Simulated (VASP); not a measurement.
# V (P6_3/mmc) in VASP: notebook

The runs below take V through single point, with PBEsol-based global hybrid, PBEsol, PBE+D3(BJ).

Everything below comes from runs of VASP 6.6.1. Logs are shortened: lines on timing, memory, paths and dates and some standing lists are left out, and cuts for length are marked.

## (1) The cell of the first run

Symmetry: P6_3/mmc, No. 194, hexagonal system. Conventional cell: a = 2.604 Å, b = 2.604 Å, c = 4.723 Å, α = 90.00°, β = 90.00°, γ = 120.00°. V (site symmetry -6m2) has 12 V at 2.60 to 2.80 Å within 3.4 Å.

## (2) Single point, PBEsol-based global hybrid, collinear spin, ferromagnetic start

Contents of POSCAR:

```
V
1.0
    2.6042941027      0.0000000000      0.0000000000
   -1.3021470513      2.2553848518      0.0000000000
    0.0000000000      0.0000000000      4.7233360000
V
2
Direct
    0.3333333333      0.6666666667      0.2500000000
    0.6666666667      0.3333333333      0.7500000000
```

Contents of INCAR.step1:

```
SYSTEM = V
PREC = Accurate
ENCUT = 520
EDIFF = 1E-5
ISMEAR = -1
SIGMA = 0.05
LREAL = .False.
LASPH = .True.
NELM = 150
ALGO = Normal
ISIF = 2
LWAVE = .True.
ISPIN = 2
MAGMOM = 2 2
LORBIT = 11
LMAXMIX = 4
GGA = PE
NBANDS = 24
KPAR = 4
```

Contents of INCAR.step2:

```
SYSTEM = V
PREC = Accurate
ENCUT = 520
EDIFF = 1E-6
ISMEAR = -1
SIGMA = 0.05
LREAL = .False.
LASPH = .True.
NELM = 150
ALGO = Normal
ISIF = 2
LWAVE = .False.
LCHARG = .True.
ISPIN = 2
MAGMOM = 2 2
LORBIT = 11
LMAXMIX = 4
GGA = PS
LHFCALC = .True.
AEXX = 0.25
PRECFOCK = Normal
LVHAR = .True.
ISTART = 1
NBANDS = 24
KPAR = 4
```

Contents of KPOINTS:

```
Automatic mesh
0
Gamma
  6 6 3
  0 0 0
```

Potentials or basis: VASP PAW PBE potentials, release 64 (V_sv).

Command:

```sh
$ cat potpaw_PBE.64/V_sv/POTCAR > POTCAR
$ cp INCAR.step1 INCAR
$ mpirun -np 4 vasp_std > vasp.out
$ cp INCAR.step2 INCAR
$ mpirun -np 4 vasp_std > vasp.out
```

OUTCAR:

```text
SYSTEM = V
   PREC = Accurate
   ENCUT = 520
   EDIFF = 1E-6
   ISMEAR = -1
   LREAL = .False.
   LASPH = .True.
   NELM = 150
   ISIF = 2
   ISPIN = 2
   LORBIT = 11
   GGA = PS
   LHFCALC = .True.
   AEXX = 0.25
   PRECFOCK = Normal
   ISTART = 1

 ion  position               nearest neighbor table
   1  0.333  0.667  0.250-   2 2.80   2 2.80   2 2.80   2 2.80   2 2.80   2 2.80
   2  0.667  0.333  0.750-   1 2.80   1 2.80   1 2.80   1 2.80   1 2.80   1 2.80

  LATTYP: Found a hexagonal cell.
 ALAT       =     2.6042941027
 C/A-ratio  =     1.8136722712

  Lattice vectors:

 A1 = (   2.6042941027,   0.0000000000,   0.0000000000)
 A2 = (  -1.3021470513,   2.2553848518,   0.0000000000)
 A3 = (   0.0000000000,   0.0000000000,   4.7233360000)

Analysis of symmetry for initial positions (statically):
=====================================================================
 Subroutine PRICEL returns:
 Original cell was already a primitive cell.

 Routine SETGRP: Setting up the symmetry group for a
 hexagonal supercell.

 Subroutine GETGRP returns: Found 24 space group operations
 (whereof 12 operations were pure point group operations)
 out of a pool of 24 trial point group operations.

The static configuration has the point symmetry D_3d.
 The point group associated with its full space group is D_6h.

Analysis of symmetry for dynamics (positions and initial velocities):
=====================================================================
 Subroutine PRICEL returns:
 Original cell was already a primitive cell.

 Routine SETGRP: Setting up the symmetry group for a
 hexagonal supercell.

 Subroutine GETGRP returns: Found 24 space group operations
 (whereof 12 operations were pure point group operations)
 out of a pool of 24 trial point group operations.

The dynamic configuration has the point symmetry D_3d.
 The point group associated with its full space group is D_6h.

Analysis of structural, dynamic, and magnetic symmetry:
=====================================================================
 Subroutine PRICEL returns:
 Original cell was already a primitive cell.

 Routine SETGRP: Setting up the symmetry group for a
 hexagonal supercell.

 Subroutine GETGRP returns: Found 24 space group operations
 (whereof 12 operations were pure point group operations)
 out of a pool of 24 trial point group operations.

The overall configuration has the point symmetry D_3d.
 The point group associated with its full space group is D_6h.

 Subroutine INISYM returns: Found 24 space group operations
 (whereof 12 operations are pure point group operations),
 and found     1 'primitive' translations

----------------------------------------------------------------------------------------

                                     Primitive cell

  volume of cell :      27.7434

  direct lattice vectors                    reciprocal lattice vectors
     2.604294103  0.000000000  0.000000000     0.383981210  0.221691655  0.000000000
    -1.302147051  2.255384852  0.000000000     0.000000000  0.443383310  0.000000000
     0.000000000  0.000000000  4.723336000     0.000000000  0.000000000  0.211714771

  length of vectors
     2.604294103  2.604294103  4.723336000     0.443383310  0.443383310  0.211714771

  position of ions in fractional coordinates (direct lattice)
     0.333333333  0.666666667  0.250000000
     0.666666667  0.333333333  0.750000000

  ion indices of the primitive-cell ions
   primitive index   ion index
                 1           1
                 2           2

----------------------------------------------------------------------------------------

 KPOINTS: Automatic mesh

Automatic generation of k-mesh.
 Grid dimensions read from file:
 generate k-points for:    6    6    3

 Generating k-lattice:

  Cartesian coordinates                     Fractional coordinates (reciprocal lattice)
     0.063996868  0.036948609  0.000000000     0.166666667 -0.000000000  0.000000000
     0.000000000  0.073897218  0.000000000     0.000000000  0.166666667  0.000000000
     0.000000000  0.000000000  0.070571590     0.000000000  0.000000000  0.333333333

  Length of vectors
     0.073897218  0.073897218  0.070571590

  Shift w.r.t. Gamma in fractional coordinates (k-lattice)
     0.000000000  0.000000000  0.000000000

 Subroutine IBZKPT returns following result:
 ===========================================

 Found     14 irreducible k-points:

 Following reciprocal coordinates:
            Coordinates               Weight
  0.000000  0.000000  0.000000      1.000000
  0.166667 -0.000000  0.000000      6.000000
  0.333333 -0.000000  0.000000      6.000000
  0.500000 -0.000000  0.000000      3.000000
  0.166667  0.166667  0.000000      6.000000
  0.333333  0.166667  0.000000     12.000000
  0.333333  0.333333  0.000000      2.000000
  0.000000  0.000000  0.333333      2.000000
  0.166667 -0.000000  0.333333     12.000000
  0.333333 -0.000000  0.333333     12.000000
  0.500000 -0.000000  0.333333      6.000000
  0.166667  0.166667  0.333333     12.000000
  0.333333  0.166667  0.333333     24.000000
  0.333333  0.333333  0.333333      4.000000
   k-points           NKPTS =     14   k-points in BZ     NKDIM =    108   number of bands    NBANDS=     24
   number of dos      NEDOS =    301   number of ions     NIONS =      2
   total plane-waves  NPLWV =  14400
   dimension x,y,z NGX =    20 NGY =   20 NGZ =   36
   dimension x,y,z NGXF=    40 NGYF=   40 NGZF=   72
   ions per type =               2
   NGX,Y,Z   is equivalent  to a cutoff of  12.77, 12.77, 12.67 a.u.
   NGXF,Y,Z  is equivalent  to a cutoff of  25.53, 25.53, 25.34 a.u.
 SYSTEM =  V
   PREC   = accura    normal or accurate (medium, high low for compatibility)
   ISTART =      1    job   : 0-new  1-cont  2-samecut
   ICHARG =      0    charge: 1-file 2-atom 10-const
   ISPIN  =      2    spin polarized calculation?
   LNONCOLLINEAR =      F non collinear calculations
   LSORBIT =      F    spin-orbit coupling
   LASPH  =      T    aspherical Exc in radial PAW
   ENCUT  =  520.0 eV  38.22 Ry    6.18 a.u.   4.84  4.84  8.78*2*pi/ulx,y,z
   NELM   =    150;   NELMIN=  2; NELMDL=  0     # of ELM steps
   EDIFF  = 0.1E-05   stopping-criterion for ELM
   LREAL  =      F    real-space projection
   EDIFFG = 0.1E-04   stopping-criterion for IOM
   NSW    =      0    number of steps for IOM
   IBRION =     -1    ionic relax: 0-MD 1-quasi-New 2-CG
   NFREE  =      0    steps in history (QN), initial steepest desc. (CG)
   ISIF   =      2    stress and relaxation
   ISYM   =      3    0-nonsym 1-usesym 2-fastsym
   POTIM  = 0.5000    time-step for ionic-motion
   TEBEG  =    0.0;   TEEND  =   0.0 temperature during run
   PSTRESS=    0.0 pullay stress
   NELECT =      26.0000    total number of electrons
   NUPDOWN=      -1.0000    fix difference up-down
   EMIN   =  10.00;   EMAX   =-10.00  energy-range for DOS
   EFERMI =   0.00;   METHOD = LEGACY
   ISMEAR =    -1;   SIGMA  =   0.05  broadening in eV -4-tet -1-fermi 0-gaus
   EFERMI_NEDOS =   21; number of points for ismear=-14 and -15
   IALGO  =     38    algorithm
   IMIX   =      1    mixing-type and parameters
     AMIX     =   0.40;   BMIX     =  1.00
     AMIX_MAG =   1.60;   BMIX_MAG =  1.00
  volume/ion in A,a.u.               =      13.87        93.61
  Fermi-wavevector in a.u.,A,eV,Ry     =   1.602062  3.027459 34.920768  2.566604
  Thomas-Fermi vector in A             =   2.698942
   LORBIT       =     11    0 simple, 1 ext, 2 COOP (PROOUT), +10 PAW based schemes
   GGA     = PS    functional components
   LHFCALC =     T    Hartree Fock is set to
   PRECFOCK=normal    Normal, Fast or Accurate (Low or Medium for compatibility)
   ENCUT4O =  -1.0   cutoff for four orbital integrals eV
   NKREDX  =     1    reduce k-point grid by
   NKREDY  =     1    reduce k-point grid by
   NKREDZ  =     1    reduce k-point grid by
   AEXX    =    0.2500 exact exchange contribution
   HFSCREEN=    0.0000 screening length (either q_TF or 0.3 A-1)
   HFSCREENC=   0.0000 screening length for correlation (either q_TF or 0.3 A-1)
   ENCUTFOCK=  -1.0 apply spherical cutoff to Coloumb kernel
   IVDW    =     0    specifies the selected vdW correction
   LEPSILON=     F    determine dielectric tensor
   LRPA    =     F    only Hartree local field effects (RPA)
 spin polarized calculation
  energy-cutoff  :      520.00
  volume of cell :       27.74
 maximum number of plane-waves:       771
 NGX is ok and might be reduce to    20
  NGX = 16; NGY = 16; NGZ = 28

 number of electron      26.0000015 magnetization       0.1662900

 Free energy of the ion-electron system (eV)
  ---------------------------------------------------
  ext. energy  EPLUGINS =         0.00000000
  ---------------------------------------------------
  free energy    TOTEN  =       -24.31735745 eV

  energy without entropy =      -24.31726380  energy(sigma->0) =      -24.31731063

 E-fermi :   9.5492     XC(G=0): -10.1221

 val. band max:        9.1479741260   @ k =   0.3333  -0.0000   0.0000
 cond. band min:       9.9198001198   @ k =   0.3333  -0.0000   0.3333
 fundamental gap:      0.7718259938
 Fermi energy:         9.5492123411

 spin component 1

 k-point     1 :       0.0000    0.0000    0.0000
  band No.  band energies     occupation
      1     -59.9388      1.00000
      2     -59.8195      1.00000
      3     -32.4826      1.00000
      4     -31.7487      1.00000
      5     -31.6426      1.00000
      6     -31.6426      1.00000
[... 367 lines left out ...]
     23      22.5682      0.00000
     24      22.5682      0.00000
 Fermi energy:         9.5492123411

 spin component 2

 k-point     1 :       0.0000    0.0000    0.0000
  band No.  band energies     occupation
      1     -59.8610      1.00000
      2     -59.7418      1.00000
      3     -32.3730      1.00000
      4     -31.6395      1.00000
      5     -31.5698      1.00000
      6     -31.5698      1.00000
[... 367 lines left out ...]
     23      22.6221      0.00000
     24      22.6221      0.00000

------------------------ aborting loop because EDIFF is reached ----------------------------------------

  FORCE on cell =-STRESS in cart. coord.  units (eV):
  Direction    XX          YY          ZZ          XY          YZ          ZX
  --------------------------------------------------------------------------------------
  -------------------------------------------------------------------------------------
  Total       -2.1423387     -2.1423387     -2.0649928     -0.0000000     -0.0000000      0.0000000
  in kB     -123.7197953   -123.7197953   -119.2530798     -0.0000000     -0.0000000      0.0000000
  external PRESSURE =    -122.2308901 kB  Pullay stress =       0.0000000 kB

 VOLUME and BASIS-vectors are now :
 -----------------------------------------------------------------------------
  energy-cutoff  :      520.00
  volume of cell :       27.74
      direct lattice vectors                 reciprocal lattice vectors
     2.604294103  0.000000000  0.000000000     0.383981210  0.221691655  0.000000000
    -1.302147051  2.255384852  0.000000000     0.000000000  0.443383310  0.000000000
     0.000000000  0.000000000  4.723336000     0.000000000  0.000000000  0.211714771

 POSITION                                       TOTAL-FORCE (eV/Angst)
 -----------------------------------------------------------------------------------
     -0.00000      1.50359      1.18083        -0.000000      0.000000     -0.000000
      1.30215      0.75179      3.54250         0.000000      0.000000      0.000000
 -----------------------------------------------------------------------------------
    total drift:                                0.000000      0.000000     -0.000000

  FREE ENERGIE OF THE ION-ELECTRON SYSTEM (eV)
  ---------------------------------------------------
  free  energy   TOTEN  =       -24.3173574476 eV

  energy  without entropy=      -24.3172638039  energy(sigma->0) =      -24.31731063

 total charge

# of ion       s       p       d       tot
------------------------------------------
    1        2.345   6.231   3.005  11.581
    2        2.345   6.231   3.005  11.581
--------------------------------------------------
tot          4.690  12.463   6.009  23.162

 magnetization (x)

# of ion       s       p       d       tot
------------------------------------------
    1        0.001   0.007   0.062   0.070
    2        0.001   0.007   0.062   0.070
--------------------------------------------------
tot          0.001   0.014   0.124   0.139
```

Wall time 35 min (4 MPI ranks of Intel Xeon Platinum 8488C (Sapphire Rapids), shared host); peak memory 0.16 GiB.

What came out:

| Property | Result |
| --- | --- |
| Free energy | -24.3174 eV |
| Pressure | -12.2 GPa |
| Net moment | 0.17 μB per cell |
| Site moments | V +0.07 μB |
| Valence electrons inside the program's atomic spheres | V 11.58 |

Stress tensor (GPa, compression positive):
```
-12.37   0.00   0.00
  0.00 -12.37   0.00
  0.00   0.00 -11.93
```

Levels at points of the mesh, in eV from the Fermi level:
Spin up:
```tsv
k point	band 10	band 11	band 12	band 13	band 14	band 15	band 16	band 17
(0.00, 0.00, 0.00)	-4.95	-1.62	-1.16	0.86	0.86	1.39	1.39	3.20
(0.50, 0.00, 0.00)	-4.02	-3.55	-1.04	-0.56	0.46	1.73	4.41	4.63
```
Spin down:
| k point | band 9 | band 10 | band 11 | band 12 | band 13 | band 14 | band 15 | band 16 | band 17 | band 18 |
| --- | --- | --- | --- | --- | --- | --- | --- | --- | --- | --- |
| (0.00, 0.00, 0.00) | -8.48 | -4.72 | -1.21 | -1.11 | 1.03 | 1.03 | 1.53 | 1.53 | 3.21 | 3.21 |
| (0.50, 0.00, 0.00) | -4.09 | -3.93 | -3.54 | -0.88 | -0.55 | 0.76 | 1.73 | 4.42 | 4.72 | 4.86 |

Caveat: the k points lie up to 0.46 Å⁻¹ apart; the PAW data sets were made with another functional, which shifts forces and pressure a little.

(Part 1 of 2 ends here.)
